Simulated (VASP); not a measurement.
# Ca3P2 (R-3m) in VASP: notebook

The runs below take Ca3P2 through single point, with LDA.

All numbers are computed with VASP 6.6.1; they aren't measurements. Logs are shortened: lines on timing, memory, paths and dates and some standing lists are left out, and cuts for length are marked.

## (1) The cell of the first run

The structure is trigonal, space group R-3m (No. 166). Conventional cell: a = 9.461 Å, b = 9.461 Å, c = 5.794 Å, α = 90.00°, β = 90.00°, γ = 120.00°. Ca (site symmetry 2/m) has 4 P at 2.90 to 3.35 Å and 4 Ca at 3.35 Å within 3.8 Å. P (site symmetry -3m) has 2 P at 2.90 Å and 6 Ca at 3.35 Å within 3.8 Å. Within 3.8 Å of P (site symmetry -3m) lie 2 P at 2.90 Å and 6 Ca at 2.90 Å.

## (2) Single point, LDA

The input, INCAR:

```
SYSTEM = Ca3P2
PREC = Accurate
ENCUT = 520
EDIFF = 1E-7
ISMEAR = 0
SIGMA = 0.03
LREAL = .False.
LASPH = .True.
NELM = 100
ALGO = Fast
ISIF = 2
LWAVE = .False.
LCHARG = .False.
NBANDS = 28
```

The input, KPOINTS:

```
Automatic mesh
0
Gamma
  8 8 8
  0 0 0
```

The input, POSCAR:

```
Ca3P2
1.0
    5.5751506458     -1.1150301292     -1.1150301292
   -1.1150301292      5.5751506458     -1.1150301292
   -1.1150301292     -1.1150301292      5.5751506458
Ca P
3 2
Direct
    0.0000000000      0.5000000000      0.5000000000
    0.5000000000      0.0000000000      0.5000000000
    0.5000000000      0.5000000000      0.0000000000
    0.0000000000      0.0000000000      0.0000000000
    0.5000000000      0.5000000000      0.5000000000
```

Potentials or basis: VASP PAW LDA potentials, release 64 (Ca_sv, P).

Started as:

```sh
> cat potpaw_LDA.64/Ca_sv/POTCAR potpaw_LDA.64/P/POTCAR > POTCAR
> mpirun -np 1 vasp_std > vasp.out
```

OUTCAR:

```text
SYSTEM = Ca3P2
   PREC = Accurate
   ENCUT = 520
   EDIFF = 1E-7
   ISMEAR = 0
   LREAL = .False.
   LASPH = .True.
   NELM = 100
   ISIF = 2

 ion  position               nearest neighbor table
   1  0.000  0.500  0.500-   5 2.90   5 2.90
   2  0.500  0.000  0.500-   5 2.90   5 2.90
   3  0.500  0.500  0.000-   5 2.90   5 2.90
   4  0.000  0.000  0.000-   5 2.90   5 2.90
   5  0.500  0.500  0.500-   4 2.90   4 2.90   3 2.90   1 2.90   3 2.90   2 2.90   1 2.90   2 2.90

  LATTYP: Found a body centered cubic cell.
 ALAT       =     6.6901807750

  Lattice vectors:

 A1 = (   5.5751506458,  -1.1150301292,  -1.1150301292)
 A2 = (  -1.1150301292,   5.5751506458,  -1.1150301292)
 A3 = (  -1.1150301292,  -1.1150301292,   5.5751506458)

Analysis of symmetry for initial positions (statically):
=====================================================================
 Subroutine PRICEL returns:
 Original cell was already a primitive cell.

 Routine SETGRP: Setting up the symmetry group for a
 body centered cubic supercell.

 Subroutine GETGRP returns: Found 12 space group operations
 (whereof 12 operations were pure point group operations)
 out of a pool of 48 trial point group operations.

The static configuration has the point symmetry D_3d.

Analysis of symmetry for dynamics (positions and initial velocities):
=====================================================================
 Subroutine PRICEL returns:
 Original cell was already a primitive cell.

 Routine SETGRP: Setting up the symmetry group for a
 body centered cubic supercell.

 Subroutine GETGRP returns: Found 12 space group operations
 (whereof 12 operations were pure point group operations)
 out of a pool of 48 trial point group operations.

The dynamic configuration has the point symmetry D_3d.

 Subroutine INISYM returns: Found 12 space group operations
 (whereof 12 operations are pure point group operations),
 and found     1 'primitive' translations

----------------------------------------------------------------------------------------

                                     Primitive cell

  volume of cell :     149.7213

  direct lattice vectors                    reciprocal lattice vectors
     5.575150646 -1.115030129 -1.115030129     0.199297056  0.049824264  0.049824264
    -1.115030129  5.575150646 -1.115030129     0.049824264  0.199297056  0.049824264
    -1.115030129 -1.115030129  5.575150646     0.049824264  0.049824264  0.199297056

  length of vectors
     5.793866507  5.793866507  5.793866507     0.211386450  0.211386450  0.211386450

  position of ions in fractional coordinates (direct lattice)
     0.000000000  0.500000000  0.500000000
     0.500000000  0.000000000  0.500000000
     0.500000000  0.500000000  0.000000000
     0.000000000  0.000000000  0.000000000
     0.500000000  0.500000000  0.500000000

  ion indices of the primitive-cell ions
   primitive index   ion index
                 1           1
                 2           2
                 3           3
                 4           4
                 5           5

----------------------------------------------------------------------------------------

 KPOINTS: Automatic mesh

Automatic generation of k-mesh.
 Grid dimensions read from file:
 generate k-points for:    8    8    8

 Generating k-lattice:

  Cartesian coordinates                     Fractional coordinates (reciprocal lattice)
     0.024912132  0.006228033  0.006228033     0.125000000  0.000000000  0.000000000
     0.006228033  0.024912132  0.006228033     0.000000000  0.125000000  0.000000000
     0.006228033  0.006228033  0.024912132     0.000000000  0.000000000  0.125000000

  Length of vectors
     0.026423306  0.026423306  0.026423306

  Shift w.r.t. Gamma in fractional coordinates (k-lattice)
     0.000000000  0.000000000  0.000000000

 Subroutine IBZKPT returns following result:
 ===========================================

 Found     65 irreducible k-points:

 Following reciprocal coordinates:
            Coordinates               Weight
  0.000000  0.000000  0.000000      1.000000
  0.125000  0.000000  0.000000      6.000000
  0.125000  0.000000 -0.125000      6.000000
  0.250000  0.000000  0.000000      6.000000
  0.250000  0.000000 -0.250000      6.000000
  0.375000  0.000000  0.000000      6.000000
[... 16 lines left out ...]
  0.500000 -0.250000 -0.250000      6.000000
  0.375000  0.250000  0.000000     12.000000
 [... further k-points ...]
   k-points           NKPTS =     65   k-points in BZ     NKDIM =     65   number of bands    NBANDS=     28
   number of dos      NEDOS =    301   number of ions     NIONS =      5
   total plane-waves  NPLWV = 110592
   dimension x,y,z NGX =    48 NGY =   48 NGZ =   48
   dimension x,y,z NGXF=    96 NGYF=   96 NGZF=   96
   ions per type =               3   2
   NGX,Y,Z   is equivalent  to a cutoff of  13.77, 13.77, 13.77 a.u.
   NGXF,Y,Z  is equivalent  to a cutoff of  27.55, 27.55, 27.55 a.u.
 SYSTEM =  Ca3P2
   PREC   = accura    normal or accurate (medium, high low for compatibility)
   ISTART =      0    job   : 0-new  1-cont  2-samecut
   ICHARG =      2    charge: 1-file 2-atom 10-const
   ISPIN  =      1    spin polarized calculation?
   LNONCOLLINEAR =      F non collinear calculations
   LSORBIT =      F    spin-orbit coupling
   LASPH  =      T    aspherical Exc in radial PAW
   ENCUT  =  520.0 eV  38.22 Ry    6.18 a.u.  10.77 10.77 10.77*2*pi/ulx,y,z
   NELM   =    100;   NELMIN=  2; NELMDL= -5     # of ELM steps
   EDIFF  = 0.1E-06   stopping-criterion for ELM
   LREAL  =      F    real-space projection
   EDIFFG = 0.1E-05   stopping-criterion for IOM
   NSW    =      0    number of steps for IOM
   IBRION =     -1    ionic relax: 0-MD 1-quasi-New 2-CG
   NFREE  =      0    steps in history (QN), initial steepest desc. (CG)
   ISIF   =      2    stress and relaxation
   ISYM   =      2    0-nonsym 1-usesym 2-fastsym
   POTIM  = 0.5000    time-step for ionic-motion
   TEBEG  =    0.0;   TEEND  =   0.0 temperature during run
   PSTRESS=    0.0 pullay stress
   NELECT =      40.0000    total number of electrons
   NUPDOWN=      -1.0000    fix difference up-down
   EMIN   =  10.00;   EMAX   =-10.00  energy-range for DOS
   EFERMI =   0.00;   METHOD = LEGACY
   ISMEAR =     0;   SIGMA  =   0.03  broadening in eV -4-tet -1-fermi 0-gaus
   EFERMI_NEDOS =   21; number of points for ismear=-14 and -15
   IALGO  =     68    algorithm
   IMIX   =      4    mixing-type and parameters
     AMIX     =   0.40;   BMIX     =  1.00
     AMIX_MAG =   1.60;   BMIX_MAG =  1.00
  volume/ion in A,a.u.               =      29.94       202.07
  Fermi-wavevector in a.u.,A,eV,Ry     =   1.054388  1.992504 15.126050  1.111733
  Thomas-Fermi vector in A             =   2.189546
   LORBIT       =      0    0 simple, 1 ext, 2 COOP (PROOUT), +10 PAW based schemes
   GGA     = CA    functional components
   LHFCALC =     F    Hartree Fock is set to
   AEXX    =    0.0000 exact exchange contribution
   IVDW    =     0    specifies the selected vdW correction
   LEPSILON=     F    determine dielectric tensor
   LRPA    =     F    only Hartree local field effects (RPA)
 non-spin polarized calculation
 RMM-DIIS sequential band-by-band and
 Gauss-broadening in eV      SIGMA  =   0.03
  energy-cutoff  :      520.00
  volume of cell :      149.72
 maximum number of plane-waves:      4093
 NGX is ok and might be reduce to    48

 number of electron      39.9999997 magnetization

 Free energy of the ion-electron system (eV)
  ---------------------------------------------------
  ext. energy  EPLUGINS =         0.00000000
  ---------------------------------------------------
  free energy    TOTEN  =       -20.11516802 eV

  energy without entropy =      -20.11354055  energy(sigma->0) =      -20.11435428

 E-fermi :   3.2004     XC(G=0):  -8.7482

 val. band max:        3.1965578974   @ k =   0.1250   0.0000   0.0000
 cond. band min:       3.2030950826   @ k =   0.3750   0.1250   0.1250
 fundamental gap:      0.0065371852
 Fermi energy:         3.2003928784

 k-point     1 :       0.0000    0.0000    0.0000
  band No.  band energies     occupation
      1     -38.2150      2.00000
      2     -38.1604      2.00000
      3     -38.1604      2.00000
      4     -19.7883      2.00000
      5     -19.7298      2.00000
      6     -19.7298      2.00000
[... 20 lines left out ...]
     27       5.8317      0.00000
     28       6.5429      0.00000

 k-point     2 :       0.1250    0.0000    0.0000
  band No.  band energies     occupation
      1     -38.2131      2.00000
      2     -38.1623      2.00000
      3     -38.1605      2.00000
      4     -19.7805      2.00000
      5     -19.7251      2.00000
      6     -19.7181      2.00000
[... 20 lines left out ...]
     27       5.6705      0.00000
     28       5.7586      0.00000

 k-point     3 :       0.1250    0.0000   -0.1250
  band No.  band energies     occupation
      1     -38.2131      2.00000
      2     -38.1623      2.00000
      3     -38.1605      2.00000
      4     -19.7809      2.00000
      5     -19.7258      2.00000
      6     -19.7170      2.00000
[... 20 lines left out ...]
     27       5.7555      0.00000
     28       5.9092      0.00000

 k-point     4 :       0.2500    0.0000    0.0000
  band No.  band energies     occupation
      1     -38.2080      2.00000
      2     -38.1674      2.00000
      3     -38.1606      2.00000
      4     -19.7664      2.00000
      5     -19.7038      2.00000
      6     -19.6849      2.00000
[... 20 lines left out ...]
     27       5.7880      0.00000
     28       5.9138      0.00000

 k-point     5 :       0.2500    0.0000   -0.2500
  band No.  band energies     occupation
      1     -38.2079      2.00000
      2     -38.1673      2.00000
      3     -38.1606      2.00000
      4     -19.7674      2.00000
      5     -19.7066      2.00000
      6     -19.6810      2.00000
[... 20 lines left out ...]
     27       5.9301      0.00000
     28       6.1217      0.00000

 k-point     6 :       0.3750    0.0000    0.0000
  band No.  band energies     occupation
      1     -38.2009      2.00000
      2     -38.1743      2.00000
      3     -38.1607      2.00000
      4     -19.7594      2.00000
      5     -19.6599      2.00000
      6     -19.6367      2.00000
[... 463 lines left out ...]
      5     -19.6924      2.00000
      6     -19.5863      2.00000
[... 20 lines left out ...]
     27       5.6291      0.00000
     28       5.6292      0.00000

 k-point    22 :       0.5000    0.0000   -0.2500
  band No.  band energies     occupation
      1     -38.1966      2.00000
      2     -38.1785      2.00000
      3     -38.1609      2.00000
      4     -19.7291      2.00000
      5     -19.6890      2.00000
      6     -19.5846      2.00000
[... 20 lines left out ...]
     27       5.6803      0.00000
     28       5.8847      0.00000

 k-point    23 :       0.5000   -0.2500   -0.2500
  band No.  band energies     occupation
      1     -38.1965      2.00000
      2     -38.1785      2.00000
      3     -38.1609      2.00000
      4     -19.7278      2.00000
      5     -19.6918      2.00000
      6     -19.5818      2.00000
[... 20 lines left out ...]
     27       6.0478      0.00000
     28       6.0717      0.00000

 k-point    24 :       0.3750    0.2500    0.0000
  band No.  band energies     occupation
      1     -38.1913      2.00000
      2     -38.1838      2.00000
      3     -38.1609      2.00000
      4     -19.7158      2.00000
      5     -19.6758      2.00000
      6     -19.6082      2.00000
[... 20 lines left out ...]
     27       5.5244      0.00000
     28       5.7260      0.00000

 [... further k-points ...]

------------------------ aborting loop because EDIFF is reached ----------------------------------------

  FORCE on cell =-STRESS in cart. coord.  units (eV):
  Direction    XX          YY          ZZ          XY          YZ          ZX
  --------------------------------------------------------------------------------------
  -------------------------------------------------------------------------------------
  Total       -4.2835463     -4.2835463     -4.2835463      0.0154224      0.0154224      0.0154224
  in kB      -45.8385093    -45.8385093    -45.8385093      0.1650365      0.1650365      0.1650365
  external PRESSURE =     -45.8385093 kB  Pullay stress =       0.0000000 kB

 VOLUME and BASIS-vectors are now :
 -----------------------------------------------------------------------------
  energy-cutoff  :      520.00
  volume of cell :      149.72
      direct lattice vectors                 reciprocal lattice vectors
     5.575150646 -1.115030129 -1.115030129     0.199297056  0.049824264  0.049824264
    -1.115030129  5.575150646 -1.115030129     0.049824264  0.199297056  0.049824264
    -1.115030129 -1.115030129  5.575150646     0.049824264  0.049824264  0.199297056

 POSITION                                       TOTAL-FORCE (eV/Angst)
 -----------------------------------------------------------------------------------
     -1.11503      2.23006      2.23006         0.000000     -0.000000     -0.000000
      2.23006     -1.11503      2.23006         0.000000      0.000000      0.000000
      2.23006      2.23006     -1.11503        -0.000000     -0.000000     -0.000000
      0.00000      0.00000      0.00000         0.000000      0.000000     -0.000000
      1.67255      1.67255      1.67255        -0.000000      0.000000      0.000000
 -----------------------------------------------------------------------------------
    total drift:                                0.000000      0.000000     -0.000000

  FREE ENERGIE OF THE ION-ELECTRON SYSTEM (eV)
  ---------------------------------------------------
  free  energy   TOTEN  =       -20.1151680156 eV

  energy  without entropy=      -20.1135405507  energy(sigma->0) =      -20.11435428
```

It took 21 min on 1 thread of Oxide Virtual Turin-like, shared host; peak memory 0.37 GiB.

Results:

```
Free energy            : -20.1152 eV
Pressure               : -4.6 GPa
Band gap on the k mesh : zero (bands 20 and 21 overlap by 1.03 eV)
```

Caveat: the cell stands under tension.

## (3) Single point, LDA

This run uses another cell than the first one, of the same volume but with other edges.

The input, INCAR:

```
PREC = Accurate
ENCUT = 520
EDIFF = 1E-6
ISMEAR = 0
SIGMA = 0.03
LREAL = False
LASPH = True
NELM = 100
ALGO = Fast
ISIF = 2
LWAVE = False
LCHARG = False
NBANDS = 28
```

The input, KPOINTS:

```
regular mesh
0
Gamma
  8 8 8
```

Edit POSCAR of step 2 so:

```diff
@@ -2,5 +2,5 @@
 1.0
-    5.5751506458     -1.1150301292     -1.1150301292
-   -1.1150301292      5.5751506458     -1.1150301292
-   -1.1150301292     -1.1150301292      5.5751506458
+    5.6193997240      1.4048499310      1.4048499310
+    1.4048499310      5.6193997240      1.4048499310
+    1.4048499310      1.4048499310      5.6193997240
 Ca P
```

Potentials or basis: VASP PAW LDA potentials, release 64 (Ca_sv, P).

Started as:

```sh
> cat potpaw_LDA.64/Ca_sv/POTCAR potpaw_LDA.64/P/POTCAR > POTCAR
> mpirun -np 1 vasp_std > vasp.out
```

Run time: 16 min. Hardware: 1 thread of Oxide Virtual Turin-like, shared host; peak memory 0.36 GiB.

The run converged. Its results:

* Free energy: -19.0820 eV
* Pressure: -1.0 GPa
* Band gap on the k mesh: zero (bands 20 and 21 overlap by 0.96 eV)

Stress tensor (GPa, compression positive):
```
-1.04 -4.59 -4.59
-4.59 -1.04 -4.59
-4.59 -4.59 -1.04
```

Levels at points of the mesh, in eV from the Fermi level:
```tsv
k point	band 17	band 18	band 19	band 20	band 21	band 22	band 23	band 24
(0.00, 0.00, 0.00)	-1.26	-1.18	0.00	0.00	0.04	0.43	0.73	0.73
(0.50, 0.00, 0.00)	-1.62	-1.08	-0.94	-0.75	0.13	1.45	1.58	2.10
(0.50, 0.50, 0.50)	-1.30	-1.09	-1.09	-0.93	-0.53	1.06	1.06	2.01
(0.50, 0.50, 0.00)	-1.99	-1.63	-0.47	0.43	0.50	1.07	1.90	2.49
```
